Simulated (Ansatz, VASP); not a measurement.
## One calculation of MgO, two programs

```
Mg O
1.0
     5.52307    0.00000    0.00000
     0.00000    5.52307    0.00000
     0.00000    0.00000    5.52307
Mg O
6 6
Direct
  0.25000 0.00286 0.50000
  0.00000 0.49714 0.25000
  0.50000 0.75000 0.00000
  0.75000 0.00286 0.50000
  0.00000 0.49714 0.75000
  0.50000 0.25000 0.00000
  0.25000 0.52694 0.00000
  0.50000 0.97306 0.25000
  0.00000 0.75000 0.50000
  0.75000 0.52694 0.00000
  0.50000 0.97306 0.75000
  0.00000 0.25000 0.50000
```

Change from the starting cell: mode 14 frozen in at -0.043 Å and mode 24 at +0.115 Å (largest displacements).

Alike in both runs: task single point; functional LDA; k mesh 4 × 4 × 4; occupations gaussian, width 0.05 eV; no spin polarisation.

|  | VASP | Ansatz |
| --- | --- | --- |
| version | VASP 6.6.1 | Ansatz 0.2.0 |
| potentials or method | VASP PAW LDA potentials, release 64 (Mg, O), cutoff 520 eV | scalar-relativistic, plane waves, PAW |
| valence electrons in the cell | 48 | 96 |

```tsv
	VASP	Ansatz	Ansatz less VASP
gap on the k mesh at the Fermi level (eV)	2.70	2.71	+0.012
least direct gap on the mesh (eV)	2.70	2.71	+0.012
pressure (GPa)	0.0	0.7	+0.67
traceless stress, the component that is largest in VASP (GPa)	-0.40	-0.42	-0.014
rms of the force components (eV/Å)	0.780	0.761	-0.0193
```

Ansatz warns that its potentials were made for another functional, while VASP's fit it. LDA's correlation is that of Perdew and Zunger in VASP and of Perdew and Wang (1992) in Ansatz. Atom by atom the forces differ by 0.020 eV/Å (rms over components). VASP's potentials hold 48 valence electrons a cell and Ansatz's 96, so a difference there can come from the potentials and not from the codes.
